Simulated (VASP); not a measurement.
# CdS (I-4m2) in VASP: notebook

CdS is run at these levels: PBE; tasks: single point.

All numbers are computed with VASP 6.6.1; they aren't measurements. Logs are shortened: lines on timing, memory, paths and dates and some standing lists are left out, and cuts for length are marked.

**1. The cell of the first run**

Symmetry: I-4m2, No. 119, tetragonal system. The conventional cell has a = 3.951 Å, b = 3.951 Å, c = 6.053 Å, α = 90.00°, β = 90.00°, γ = 90.00°. Within 3.3 Å of Cd (site symmetry -4m2) lie 4 S at 2.49 Å. Within 3.3 Å of S (site symmetry -4m2) lie 4 Cd at 2.49 Å.

**2. Single point, PBE (strain -0.040 along x and y, +0.040 along z)**

Contents of INCAR:

```
SYSTEM = CdS
PREC = Accurate
ENCUT = 520
EDIFF = 1E-6
ISMEAR = 0
SIGMA = 0.05
LREAL = .False.
LASPH = .True.
NELM = 100
ALGO = Normal
ISIF = 2
LWAVE = .False.
LCHARG = .False.
GGA = PE
NBANDS = 16
```

Contents of KPOINTS:

```
regular mesh
0
Gamma
  8 8 8
  0 0 0
```

Contents of POSCAR:

```
CdS
1.0
    0.0000000000      2.7936000000      3.0264000000
    2.7936000000      0.0000000000      3.0264000000
    2.7936000000      2.7936000000      0.0000000000
Cd S
1 1
Direct
    0.0000000000      0.0000000000      0.0000000000
    0.7500000000      0.7500000000      0.7500000000
```

Potentials or basis: VASP PAW PBE potentials, release 64 (Cd, S).

On the command line:

```sh
$ cat potpaw_PBE.64/Cd/POTCAR potpaw_PBE.64/S/POTCAR > POTCAR
$ mpirun -np 1 vasp_std > vasp.out
```

OUTCAR:

```text
SYSTEM = CdS
   PREC = Accurate
   ENCUT = 520
   EDIFF = 1E-6
   ISMEAR = 0
   LREAL = .False.
   LASPH = .True.
   NELM = 100
   ISIF = 2
   GGA = PE

 ion  position               nearest neighbor table
   1  0.000  0.000  0.000-   2 2.49   2 2.49   2 2.49   2 2.49
   2  0.750  0.750  0.750-   1 2.49   1 2.49   1 2.49   1 2.49

  LATTYP: Found a body centered tetragonal cell.
 ALAT       =     3.9507470078
 C/A-ratio  =     1.5320646926

  Lattice vectors:

 A1 = (  -2.7936000000,   0.0000000000,   3.0264000000)
 A2 = (   2.7936000000,   0.0000000000,   3.0264000000)
 A3 = (   0.0000000000,   2.7936000000,  -3.0264000000)

Analysis of symmetry for initial positions (statically):
=====================================================================
 Subroutine PRICEL returns:
 Original cell was already a primitive cell.

 Routine SETGRP: Setting up the symmetry group for a
 body centered tetragonal supercell.

 Subroutine GETGRP returns: Found  8 space group operations
 (whereof  8 operations were pure point group operations)
 out of a pool of 16 trial point group operations.

The static configuration has the point symmetry D_2d.

Analysis of symmetry for dynamics (positions and initial velocities):
=====================================================================
 Subroutine PRICEL returns:
 Original cell was already a primitive cell.

 Routine SETGRP: Setting up the symmetry group for a
 body centered tetragonal supercell.

 Subroutine GETGRP returns: Found  8 space group operations
 (whereof  8 operations were pure point group operations)
 out of a pool of 16 trial point group operations.

The dynamic configuration has the point symmetry D_2d.

 Subroutine INISYM returns: Found  8 space group operations
 (whereof  8 operations are pure point group operations),
 and found     1 'primitive' translations

----------------------------------------------------------------------------------------

                                     Primitive cell

  volume of cell :      47.2373

  direct lattice vectors                    reciprocal lattice vectors
     0.000000000  2.793600000  3.026400000    -0.178980527  0.178980527  0.165212794
     2.793600000  0.000000000  3.026400000     0.178980527 -0.178980527  0.165212794
     2.793600000  2.793600000  0.000000000     0.178980527  0.178980527 -0.165212794

  length of vectors
     4.118652440  4.118652440  3.950747008     0.302263669  0.302263669  0.302263669

  position of ions in fractional coordinates (direct lattice)
     0.000000000  0.000000000  0.000000000
     0.750000000  0.750000000  0.750000000

  ion indices of the primitive-cell ions
   primitive index   ion index
                 1           1
                 2           2

----------------------------------------------------------------------------------------

 KPOINTS: regular mesh

Automatic generation of k-mesh.
 Grid dimensions read from file:
 generate k-points for:    8    8    8

 Generating k-lattice:

  Cartesian coordinates                     Fractional coordinates (reciprocal lattice)
    -0.022372566  0.022372566  0.020651599     0.125000000  0.000000000  0.000000000
     0.022372566 -0.022372566  0.020651599     0.000000000  0.125000000  0.000000000
     0.022372566  0.022372566 -0.020651599     0.000000000  0.000000000  0.125000000

  Length of vectors
     0.037782959  0.037782959  0.037782959

  Shift w.r.t. Gamma in fractional coordinates (k-lattice)
     0.000000000  0.000000000  0.000000000

 Subroutine IBZKPT returns following result:
 ===========================================

 Found     59 irreducible k-points:

 Following reciprocal coordinates:
            Coordinates               Weight
  0.000000  0.000000  0.000000      1.000000
  0.125000 -0.000000  0.000000      8.000000
  0.250000 -0.000000  0.000000      8.000000
  0.375000  0.000000  0.000000      8.000000
  0.500000 -0.000000  0.000000      4.000000
  0.125000  0.125000  0.000000      2.000000
[... 16 lines left out ...]
  0.250000 -0.000000  0.125000     16.000000
  0.375000  0.000000  0.125000     16.000000
 [... further k-points ...]
   k-points           NKPTS =     59   k-points in BZ     NKDIM =     59   number of bands    NBANDS=     16
   number of dos      NEDOS =    301   number of ions     NIONS =      2
   total plane-waves  NPLWV =  30720
   dimension x,y,z NGX =    32 NGY =   32 NGZ =   30
   dimension x,y,z NGXF=    64 NGYF=   64 NGZF=   60
   ions per type =               1   1
   NGX,Y,Z   is equivalent  to a cutoff of  12.92, 12.92, 12.62 a.u.
   NGXF,Y,Z  is equivalent  to a cutoff of  25.83, 25.83, 25.25 a.u.
 SYSTEM =  CdS
   PREC   = accura    normal or accurate (medium, high low for compatibility)
   ISTART =      0    job   : 0-new  1-cont  2-samecut
   ICHARG =      2    charge: 1-file 2-atom 10-const
   ISPIN  =      1    spin polarized calculation?
   LNONCOLLINEAR =      F non collinear calculations
   LSORBIT =      F    spin-orbit coupling
   LASPH  =      T    aspherical Exc in radial PAW
   ENCUT  =  520.0 eV  38.22 Ry    6.18 a.u.   7.66  7.66  7.35*2*pi/ulx,y,z
   NELM   =    100;   NELMIN=  2; NELMDL= -5     # of ELM steps
   EDIFF  = 0.1E-05   stopping-criterion for ELM
   LREAL  =      F    real-space projection
   EDIFFG = 0.1E-04   stopping-criterion for IOM
   NSW    =      0    number of steps for IOM
   IBRION =     -1    ionic relax: 0-MD 1-quasi-New 2-CG
   NFREE  =      0    steps in history (QN), initial steepest desc. (CG)
   ISIF   =      2    stress and relaxation
   ISYM   =      2    0-nonsym 1-usesym 2-fastsym
   POTIM  = 0.5000    time-step for ionic-motion
   TEBEG  =    0.0;   TEEND  =   0.0 temperature during run
   PSTRESS=    0.0 pullay stress
   NELECT =      18.0000    total number of electrons
   NUPDOWN=      -1.0000    fix difference up-down
   EMIN   =  10.00;   EMAX   =-10.00  energy-range for DOS
   EFERMI =   0.00;   METHOD = LEGACY
   ISMEAR =     0;   SIGMA  =   0.05  broadening in eV -4-tet -1-fermi 0-gaus
   EFERMI_NEDOS =   21; number of points for ismear=-14 and -15
   IALGO  =     38    algorithm
   IMIX   =      4    mixing-type and parameters
     AMIX     =   0.40;   BMIX     =  1.00
     AMIX_MAG =   1.60;   BMIX_MAG =  1.00
  volume/ion in A,a.u.               =      23.62       159.39
  Fermi-wavevector in a.u.,A,eV,Ry     =   1.186873  2.242864 19.166070  1.408666
  Thomas-Fermi vector in A             =   2.323036
   LORBIT       =      0    0 simple, 1 ext, 2 COOP (PROOUT), +10 PAW based schemes
   GGA     = PE    functional components
   LHFCALC =     F    Hartree Fock is set to
   AEXX    =    0.0000 exact exchange contribution
   IVDW    =     0    specifies the selected vdW correction
   LEPSILON=     F    determine dielectric tensor
   LRPA    =     F    only Hartree local field effects (RPA)
 non-spin polarized calculation
 Gauss-broadening in eV      SIGMA  =   0.05
  energy-cutoff  :      520.00
  volume of cell :       47.24
 maximum number of plane-waves:      1307
   NGX = 15   NGY = 15   NGZ = 15

 number of electron      18.0000000 magnetization

 Free energy of the ion-electron system (eV)
  ---------------------------------------------------
  ext. energy  EPLUGINS =         0.00000000
  ---------------------------------------------------
  free energy    TOTEN  =        -6.03774361 eV

  energy without entropy =       -6.03774361  energy(sigma->0) =       -6.03774361

 E-fermi :   2.1026     XC(G=0):  -9.3887

 val. band max:        1.8330107195   @ k =   0.0000   0.0000   0.0000
 cond. band min:       2.9838923378   @ k =   0.0000   0.0000   0.0000
 fundamental gap:      1.1508816182
 Fermi energy:         2.1025538410

 k-point     1 :       0.0000    0.0000    0.0000
  band No.  band energies     occupation
      1     -10.9238      2.00000
      2      -6.2049      2.00000
      3      -6.1460      2.00000
      4      -6.1460      2.00000
      5      -5.6461      2.00000
      6      -5.6063      2.00000
[... 8 lines left out ...]
     15      13.5464      0.00000
     16      13.8684      0.00000

 k-point     2 :       0.1250   -0.0000    0.0000
  band No.  band energies     occupation
      1     -10.8540      2.00000
      2      -6.1723      2.00000
      3      -6.1204      2.00000
      4      -6.1015      2.00000
      5      -5.6425      2.00000
      6      -5.6114      2.00000
[... 8 lines left out ...]
     15      13.1247      0.00000
     16      14.0345      0.00000

 k-point     3 :       0.2500   -0.0000    0.0000
  band No.  band energies     occupation
      1     -10.6842      2.00000
      2      -6.1132      2.00000
      3      -6.0632      2.00000
      4      -5.9135      2.00000
      5      -5.6197      2.00000
      6      -5.6168      2.00000
[... 8 lines left out ...]
     15      12.6434      0.00000
     16      13.4356      0.00000

 k-point     4 :       0.3750    0.0000    0.0000
  band No.  band energies     occupation
      1     -10.5142      2.00000
      2      -6.0754      2.00000
      3      -6.0162      2.00000
      4      -5.6139      2.00000
      5      -5.6085      2.00000
      6      -5.4912      2.00000
[... 8 lines left out ...]
     15      13.2925      0.00000
     16      13.6337      0.00000

 k-point     5 :       0.5000   -0.0000    0.0000
  band No.  band energies     occupation
      1     -10.4443      2.00000
      2      -6.0649      2.00000
      3      -6.0009      2.00000
      4      -5.5997      2.00000
      5      -5.5721      2.00000
      6      -5.2063      2.00000
[... 8 lines left out ...]
     15      14.2109      0.00000
     16      14.5349      0.00000

 k-point     6 :       0.1250    0.1250    0.0000
  band No.  band energies     occupation
      1     -10.8386      2.00000
      2      -6.1600      2.00000
      3      -6.0976      2.00000
      4      -6.0976      2.00000
      5      -5.6672      2.00000
      6      -5.5956      2.00000
[... 8 lines left out ...]
     15      13.9312      0.00000
     16      14.4945      0.00000

 k-point     7 :       0.2500    0.1250    0.0000
  band No.  band energies     occupation
      1     -10.7074      2.00000
      2      -6.1009      2.00000
      3      -6.0384      2.00000
      4      -5.9759      2.00000
      5      -5.6726      2.00000
      6      -5.5893      2.00000
[... 8 lines left out ...]
     15      13.5864      0.00000
     16      14.8354      0.00000

 k-point     8 :       0.3750    0.1250    0.0000
  band No.  band energies     occupation
      1     -10.5375      2.00000
      2      -6.0615      2.00000
      3      -5.9851      2.00000
      4      -5.6906      2.00000
      5      -5.5992      2.00000
      6      -5.5864      2.00000
[... 8 lines left out ...]
     15      13.8113      0.00000
     16      14.0540      0.00000

 k-point     9 :       0.5000    0.1250    0.0000
  band No.  band energies     occupation
      1     -10.4297      2.00000
      2      -6.0474      2.00000
      3      -5.9664      2.00000
      4      -5.6107      2.00000
      5      -5.5939      2.00000
      6      -5.2222      2.00000
[... 8 lines left out ...]
     15      14.0880      0.00000
     16      14.3105      0.00000
[... 172 lines left out ...]
 k-point    19 :       0.5000    0.3750    0.0000
  band No.  band energies     occupation
      1     -10.3500      2.00000
      2      -5.9240      2.00000
      3      -5.8002      2.00000
      4      -5.7732      2.00000
      5      -5.5487      2.00000
      6      -5.2543      2.00000
[... 8 lines left out ...]
     15      14.7042      0.00000
     16      15.6015      0.00000

 k-point    20 :      -0.3750    0.3750    0.0000
  band No.  band energies     occupation
      1     -10.3319      2.00000
      2      -5.9606      2.00000
      3      -5.8260      2.00000
      4      -5.7073      2.00000
      5      -5.5839      2.00000
      6      -5.0454      2.00000
[... 8 lines left out ...]
     15      14.1096      0.00000
     16      15.9967      0.00000

 k-point    21 :       0.5000    0.5000    0.0000
  band No.  band energies     occupation
      1     -10.3316      2.00000
      2      -5.9127      2.00000
      3      -5.7687      2.00000
      4      -5.7687      2.00000
      5      -5.5323      2.00000
      6      -5.2629      2.00000
[... 8 lines left out ...]
     15      14.3844      0.00000
     16      15.4964      0.00000

 k-point    22 :       0.1250    0.0000    0.1250
  band No.  band energies     occupation
      1     -10.8270      2.00000
      2      -6.1560      2.00000
      3      -6.1088      2.00000
      4      -6.0974      2.00000
      5      -5.6366      2.00000
      6      -5.6149      2.00000
[... 8 lines left out ...]
     15      12.8732      0.00000
     16      14.9042      0.00000

 k-point    23 :       0.2500   -0.0000    0.1250
  band No.  band energies     occupation
      1     -10.6885      2.00000
      2      -6.1035      2.00000
      3      -6.0514      2.00000
      4      -5.9774      2.00000
      5      -5.6342      2.00000
      6      -5.5975      2.00000
[... 8 lines left out ...]
     15      12.8988      0.00000
     16      14.7807      0.00000

 k-point    24 :       0.3750    0.0000    0.1250
  band No.  band energies     occupation
      1     -10.5198      2.00000
      2      -6.0583      2.00000
      3      -5.9986      2.00000
      4      -5.7508      2.00000
      5      -5.5942      2.00000
      6      -5.4956      2.00000
[... 8 lines left out ...]
     15      13.5901      0.00000
     16      14.4136      0.00000

 [... further k-points ...]
[... 5 lines left out ...]
  --------------------------------------------------------------------------------------
  -------------------------------------------------------------------------------------
  Total        2.0968670      2.0968670      1.7141870      0.0000000      0.0000000      0.0000000
  in kB       71.1208119     71.1208119     58.1412030      0.0000000      0.0000000      0.0000000
  external PRESSURE =      66.7942756 kB  Pullay stress =       0.0000000 kB

 VOLUME and BASIS-vectors are now :
 -----------------------------------------------------------------------------
  energy-cutoff  :      520.00
  volume of cell :       47.24
      direct lattice vectors                 reciprocal lattice vectors
     0.000000000  2.793600000  3.026400000    -0.178980527  0.178980527  0.165212794
     2.793600000  0.000000000  3.026400000     0.178980527 -0.178980527  0.165212794
     2.793600000  2.793600000  0.000000000     0.178980527  0.178980527 -0.165212794

 POSITION                                       TOTAL-FORCE (eV/Angst)
 -----------------------------------------------------------------------------------
      0.00000      0.00000      0.00000        -0.000000     -0.000000     -0.000000
      4.19040      4.19040      4.53960         0.000000      0.000000      0.000000
 -----------------------------------------------------------------------------------
    total drift:                                0.000002      0.000002      0.000006

  FREE ENERGIE OF THE ION-ELECTRON SYSTEM (eV)
  ---------------------------------------------------
  free  energy   TOTEN  =        -6.0377436066 eV

  energy  without entropy=       -6.0377436066  energy(sigma->0) =       -6.03774361
```

It took 31 s on 1 thread of AMD EPYC 9R45 (Zen 5), shared host; peak memory 0.17 GiB.

What came out:

```
Free energy            : -6.0377 eV
Pressure               : 6.7 GPa
Band gap on the k mesh : 1.15 eV, direct
```

Stress tensor (GPa, compression positive):
```
7.11 0.00 0.00
0.00 7.11 0.00
0.00 0.00 5.81
```

Levels at points of the mesh, in eV from the valence-band top:
| k point | band 6 | band 7 | band 8 | band 9 | band 10 | band 11 | band 12 | band 13 |
| --- | --- | --- | --- | --- | --- | --- | --- | --- |
| (0.00, 0.00, 0.00) | -7.44 | -0.29 | 0.00 | 0.00 | 1.15 | 6.46 | 6.49 | 6.49 |
| (0.50, 0.00, 0.00) | -7.04 | -4.77 | -1.09 | -0.73 | 2.93 | 6.69 | 7.27 | 7.57 |
| (0.50, 0.50, 0.00) | -7.10 | -4.58 | -1.90 | -1.90 | 3.63 | 4.78 | 8.79 | 11.12 |
| (0.50, 0.00, 0.50) | -6.91 | -4.07 | -2.31 | -2.15 | 3.28 | 4.10 | 9.62 | 10.37 |

Caveat: the cell differs from its parent crystal (strain -0.040 along x and y, +0.040 along z).

(Part 1 of 2 ends here.)
